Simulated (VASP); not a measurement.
Mg: single point with PBE

The system is Mg.

```
Mg
1.0
     2.87859    0.00000    0.00000
    -1.43929    2.49293    0.00000
     0.00000    0.00000    2.79189
Mg
1
Cartesian
  0.0000 0.0000 0.0000
```

This cell differs from its parent crystal: volume scaled by 0.78.

```
Program             : VASP 6.6.1
Task                : single point
Functional          : PBE
Potentials or basis : VASP PAW PBE potentials, release 64 (Mg)
Cutoff              : 520 eV
k mesh              : 14 × 14 × 13
Occupations         : fermi-dirac, width 0.1 eV
Spin                : no spin polarisation
```

- Pressure: 10.5 GPa
- Band gap on the k mesh: zero (band 1 reaches 6.28 eV, above the bottom of band 2 at 1.29 eV)

Levels at points of the mesh, in eV from the Fermi level:
```tsv
k point	band 1	band 2	band 3	band 4	band 5
(0.00, 0.00, 0.00)	-7.55	9.09	10.84	13.55	13.55
(0.50, 0.00, 0.00)	-2.01	-1.28	8.89	9.65	14.86
```

Run time: 25 s on 1 thread of AMD EPYC 7R13 Processor (Zen 3), with other jobs on the host, peak memory 0.12 GiB.
